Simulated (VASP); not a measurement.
# Co (P6_3/mmc) in VASP: single point with PBE

Aim: the single point of Co with PBE.

Program: VASP 6.6.1. These are calculated values, not measurements. Logs are shortened: lines on timing, memory, paths and dates and some standing lists are left out, and cuts for length are marked.

## (1) The cell of the first run

It takes space group P6_3/mmc (No. 194, hexagonal). Conventional cell: a = 2.494 Å, b = 2.494 Å, c = 4.030 Å, α = 90.00°, β = 90.00°, γ = 120.00°. Within 3.3 Å of Co (site symmetry -6m2) lie 12 Co at 2.48 to 2.49 Å.

## (2) Single point, PBE, collinear spin, antiferromagnetic start

File INCAR:

```
PREC = Accurate
ENCUT = 520
EDIFF = 1E-7
ISMEAR = 0
SIGMA = 0.05
LREAL = False
LASPH = True
NELM = 150
ALGO = Fast
ISIF = 2
LWAVE = False
LCHARG = False
ISPIN = 2
MAGMOM = 1.5 1.5 -1.5 -1.5
LORBIT = 11
LMAXMIX = 4
GGA = PE
NBANDS = 30
```

File KPOINTS:

```
Automatic mesh
0
Gamma
  16 16 4
```

File POSCAR:

```
Co
1.0
    2.4937131652      0.0000000000      0.0000000000
   -1.2468565826      2.1596189508      0.0000000000
    0.0000000000      0.0000000000      8.0601803638
Co
4
Direct
    0.3333333333      0.6666666667      0.1250000000
    0.6666666667      0.3333333333      0.3750000000
    0.3333333333      0.6666666667      0.6250000000
    0.6666666667      0.3333333333      0.8750000000
```

Potentials or basis: VASP PAW PBE potentials, release 64 (Co).

Launch:

```console
cat potpaw_PBE.64/Co/POTCAR > POTCAR
mpirun -np 1 vasp_std > vasp.out
```

OUTCAR:

```text
PREC = Accurate
   ENCUT = 520
   EDIFF = 1E-7
   ISMEAR = 0
   LREAL = False
   LASPH = True
   NELM = 150
   ISIF = 2
   ISPIN = 2
   LORBIT = 11
   GGA = PE

 ion  position               nearest neighbor table
   1  0.333  0.667  0.125-   2 2.48   4 2.48   2 2.48   4 2.48   2 2.48   4 2.48
   2  0.667  0.333  0.375-   1 2.48   3 2.48   1 2.48   3 2.48   1 2.48   3 2.48
   3  0.333  0.667  0.625-   2 2.48   4 2.48   2 2.48   4 2.48   2 2.48   4 2.48
   4  0.667  0.333  0.875-   1 2.48   3 2.48   1 2.48   3 2.48   1 2.48   3 2.48

  LATTYP: Found a hexagonal cell.
 ALAT       =     2.4937131652
 C/A-ratio  =     3.2322002692

  Lattice vectors:

 A1 = (   2.4937131652,   0.0000000000,   0.0000000000)
 A2 = (  -1.2468565826,   2.1596189508,   0.0000000000)
 A3 = (   0.0000000000,   0.0000000000,   8.0601803638)

Analysis of symmetry for initial positions (statically):
=====================================================================
 Subroutine PRICEL returns following result:

  LATTYP: Found a hexagonal cell.
 ALAT       =     2.4937131652
 C/A-ratio  =     1.6161001346
[... 12 lines left out ...]
 Subroutine GETGRP returns: Found 24 space group operations
 (whereof 12 operations were pure point group operations)
 out of a pool of 24 trial point group operations.

The static configuration has the point symmetry D_3d.
 The point group associated with its full space group is D_6h.

Analysis of symmetry for dynamics (positions and initial velocities):
=====================================================================
 Subroutine PRICEL returns following result:

  LATTYP: Found a hexagonal cell.
 ALAT       =     2.4937131652
 C/A-ratio  =     1.6161001346
[... 12 lines left out ...]
 Subroutine GETGRP returns: Found 24 space group operations
 (whereof 12 operations were pure point group operations)
 out of a pool of 24 trial point group operations.

The dynamic configuration has the point symmetry D_3d.
 The point group associated with its full space group is D_6h.

Analysis of structural, dynamic, and magnetic symmetry:
=====================================================================
 Subroutine PRICEL returns following result:

  LATTYP: Found a hexagonal cell.
 ALAT       =     2.4937131652
 C/A-ratio  =     1.6161001346
[... 12 lines left out ...]
 Subroutine GETGRP returns: Found 12 space group operations
 (whereof 12 operations were pure point group operations)
 out of a pool of 24 trial point group operations.

The overall configuration has the point symmetry D_3d.

 Subroutine INISYM returns: Found 12 space group operations
 (whereof 12 operations are pure point group operations),
 and found     2 'primitive' translations

----------------------------------------------------------------------------------------

                                     Primitive cell

  volume of cell :      21.7039

  direct lattice vectors                    reciprocal lattice vectors
     2.493713165  0.000000000  0.000000000     0.401008429  0.231522325  0.000000000
    -1.246856583  2.159618951  0.000000000     0.000000000  0.463044649  0.000000000
     0.000000000  0.000000000  4.030090182     0.000000000  0.000000000  0.248133405

  length of vectors
     2.493713165  2.493713165  4.030090182     0.463044649  0.463044649  0.248133405

  position of ions in fractional coordinates (direct lattice)
     0.333333333  0.666666667  0.250000000
     0.666666667  0.333333333  0.750000000

  ion indices of the primitive-cell ions
   primitive index   ion index
                 1           1
                 2           2

----------------------------------------------------------------------------------------

 KPOINTS: Automatic mesh

Automatic generation of k-mesh.
 Grid dimensions read from file:
 generate k-points for:   16   16    4

 Generating k-lattice:

  Cartesian coordinates                     Fractional coordinates (reciprocal lattice)
     0.025063027  0.014470145  0.000000000     0.062500000 -0.000000000  0.000000000
     0.000000000  0.028940291  0.000000000     0.000000000  0.062500000  0.000000000
     0.000000000  0.000000000  0.031016676     0.000000000  0.000000000  0.250000000

  Length of vectors
     0.028940291  0.028940291  0.031016676

  Shift w.r.t. Gamma in fractional coordinates (k-lattice)
     0.000000000  0.000000000  0.000000000

 Subroutine IBZKPT returns following result:
 ===========================================

 Found    111 irreducible k-points:

 Following reciprocal coordinates:
            Coordinates               Weight
  0.000000  0.000000  0.000000      1.000000
  0.062500 -0.000000  0.000000      6.000000
  0.125000 -0.000000  0.000000      6.000000
  0.187500  0.000000  0.000000      6.000000
  0.250000 -0.000000  0.000000      6.000000
  0.312500 -0.000000  0.000000      6.000000
[... 16 lines left out ...]
  0.187500  0.187500  0.000000      6.000000
  0.250000  0.187500  0.000000     12.000000
 [... further k-points ...]
   k-points           NKPTS =    111   k-points in BZ     NKDIM =    111   number of bands    NBANDS=     30
   number of dos      NEDOS =    301   number of ions     NIONS =      4
   total plane-waves  NPLWV =  24000
   dimension x,y,z NGX =    20 NGY =   20 NGZ =   60
   dimension x,y,z NGXF=    40 NGYF=   40 NGZF=  120
   ions per type =               4
   NGX,Y,Z   is equivalent  to a cutoff of  13.33, 13.33, 12.38 a.u.
   NGXF,Y,Z  is equivalent  to a cutoff of  26.67, 26.67, 24.75 a.u.
 SYSTEM =  unknown system
   PREC   = accura    normal or accurate (medium, high low for compatibility)
   ISTART =      0    job   : 0-new  1-cont  2-samecut
   ICHARG =      2    charge: 1-file 2-atom 10-const
   ISPIN  =      2    spin polarized calculation?
   LNONCOLLINEAR =      F non collinear calculations
   LSORBIT =      F    spin-orbit coupling
   LASPH  =      T    aspherical Exc in radial PAW
   ENCUT  =  520.0 eV  38.22 Ry    6.18 a.u.   4.64  4.64 14.99*2*pi/ulx,y,z
   NELM   =    150;   NELMIN=  2; NELMDL= -5     # of ELM steps
   EDIFF  = 0.1E-06   stopping-criterion for ELM
   LREAL  =      F    real-space projection
   EDIFFG = 0.1E-05   stopping-criterion for IOM
   NSW    =      0    number of steps for IOM
   IBRION =     -1    ionic relax: 0-MD 1-quasi-New 2-CG
   NFREE  =      0    steps in history (QN), initial steepest desc. (CG)
   ISIF   =      2    stress and relaxation
   ISYM   =      2    0-nonsym 1-usesym 2-fastsym
   POTIM  = 0.5000    time-step for ionic-motion
   TEBEG  =    0.0;   TEEND  =   0.0 temperature during run
   PSTRESS=    0.0 pullay stress
   NELECT =      36.0000    total number of electrons
   NUPDOWN=      -1.0000    fix difference up-down
   EMIN   =  10.00;   EMAX   =-10.00  energy-range for DOS
   EFERMI =   0.00;   METHOD = LEGACY
   ISMEAR =     0;   SIGMA  =   0.05  broadening in eV -4-tet -1-fermi 0-gaus
   EFERMI_NEDOS =   21; number of points for ismear=-14 and -15
   IALGO  =     68    algorithm
   IMIX   =      4    mixing-type and parameters
     AMIX     =   0.40;   BMIX     =  1.00
     AMIX_MAG =   1.60;   BMIX_MAG =  1.00
  volume/ion in A,a.u.               =      10.85        73.23
  Fermi-wavevector in a.u.,A,eV,Ry     =   1.538106  2.906598 32.188246  2.365769
  Thomas-Fermi vector in A             =   2.644521
   LORBIT       =     11    0 simple, 1 ext, 2 COOP (PROOUT), +10 PAW based schemes
   GGA     = PE    functional components
   LHFCALC =     F    Hartree Fock is set to
   AEXX    =    0.0000 exact exchange contribution
   IVDW    =     0    specifies the selected vdW correction
   LEPSILON=     F    determine dielectric tensor
   LRPA    =     F    only Hartree local field effects (RPA)
 spin polarized calculation
 RMM-DIIS sequential band-by-band and
 Gauss-broadening in eV      SIGMA  =   0.05
  energy-cutoff  :      520.00
  volume of cell :       43.41
 maximum number of plane-waves:      1194
 NGX is ok and might be reduce to    20
   NGX =  9   NGY =  9   NGZ = 29

 number of electron      35.9999992 magnetization      -0.0000000

 number of electron      35.9999992 magnetization       0.0000000

 Free energy of the ion-electron system (eV)
  ---------------------------------------------------
  ext. energy  EPLUGINS =         0.00000000
  ---------------------------------------------------
  free energy    TOTEN  =       -27.66033409 eV

  energy without entropy =      -27.65656416  energy(sigma->0) =      -27.65844912

 E-fermi :  10.2962     XC(G=0): -13.4080

 val. band max:       10.2925862032   @ k =   0.2500   0.1875   0.5000
 cond. band min:      10.2980787466   @ k =   0.3125  -0.0000   0.5000
 fundamental gap:      0.0054925434
 Fermi energy:        10.2961874656

 spin component 1

 k-point     1 :       0.0000    0.0000    0.0000
  band No.  band energies     occupation
      1       1.3407      1.00000
      2       3.6008      1.00000
      3       3.6412      1.00000
      4       5.4925      1.00000
      5       7.5106      1.00000
      6       7.7408      1.00000
[... 781 lines left out ...]
     29      21.9856      0.00000
     30      23.8481      0.00000

 [... further k-points ...]

 spin component 2

 k-point     1 :       0.0000    0.0000    0.0000
  band No.  band energies     occupation
      1       1.3407      1.00000
      2       3.6008      1.00000
      3       3.6412      1.00000
      4       5.4925      1.00000
      5       7.5106      1.00000
      6       7.7408      1.00000
[... 781 lines left out ...]
     29      21.9856      0.00000
     30      23.8414      0.00000

 [... further k-points ...]
[... 5 lines left out ...]
  --------------------------------------------------------------------------------------
  -------------------------------------------------------------------------------------
  Total       -0.4609075     -0.4609075     -0.5337164      0.0000000      0.0000000      0.0000000
  in kB      -17.0120225    -17.0120225    -19.6993897      0.0000000      0.0000000      0.0000000
  external PRESSURE =     -17.9078116 kB  Pullay stress =       0.0000000 kB

 VOLUME and BASIS-vectors are now :
 -----------------------------------------------------------------------------
  energy-cutoff  :      520.00
  volume of cell :       43.41
      direct lattice vectors                 reciprocal lattice vectors
     2.493713165  0.000000000  0.000000000     0.401008429  0.231522325  0.000000000
    -1.246856583  2.159618951  0.000000000     0.000000000  0.463044649  0.000000000
     0.000000000  0.000000000  8.060180364     0.000000000  0.000000000  0.124066703

 POSITION                                       TOTAL-FORCE (eV/Angst)
 -----------------------------------------------------------------------------------
     -0.00000      1.43975      1.00752        -0.000000     -0.000000      0.707717
      1.24686      0.71987      3.02257         0.000000      0.000000     -0.707717
     -0.00000      1.43975      5.03761        -0.000000     -0.000000      0.707717
      1.24686      0.71987      7.05266         0.000000      0.000000     -0.707717
 -----------------------------------------------------------------------------------
    total drift:                               -0.000000      0.000000      0.000000

  FREE ENERGIE OF THE ION-ELECTRON SYSTEM (eV)
  ---------------------------------------------------
  free  energy   TOTEN  =       -27.6603340891 eV

  energy  without entropy=      -27.6565641572  energy(sigma->0) =      -27.65844912

 total charge

# of ion       s       p       d       tot
------------------------------------------
    1        0.489   0.522   7.259   8.271
    2        0.489   0.522   7.259   8.271
    3        0.489   0.522   7.259   8.271
    4        0.489   0.522   7.259   8.271
--------------------------------------------------
tot          1.958   2.090  29.036  33.084

 magnetization (x)

# of ion       s       p       d       tot
------------------------------------------
    1       -0.001  -0.014   1.491   1.476
    2       -0.001  -0.014   1.491   1.476
    3        0.001   0.014  -1.491  -1.476
    4        0.001   0.014  -1.491  -1.476
--------------------------------------------------
tot          0.000   0.000  -0.000  -0.000
```

Run time: 6.1 min. Hardware: 1 thread of AMD EPYC 7R43 (Zen 3), shared host; peak memory 0.28 GiB.

Results:

| Property | Result |
| --- | --- |
| Free energy | -27.6603 eV |
| Pressure | -1.8 GPa |
| Largest force | 0.708 eV/Å |
| Band gap on the k mesh | zero (filled and empty bands overlap) |
| Net moment | 0.00 μB per cell |
| Site moments | Co +1.48, -1.48 μB |
| Valence electrons inside the program's atomic spheres | Co 8.27 |

Forces in eV/Å, atoms in the order of the input:
```
Co   0.000  0.000  0.708
Co   0.000  0.000 -0.708
Co   0.000  0.000  0.708
Co   0.000  0.000 -0.708
```
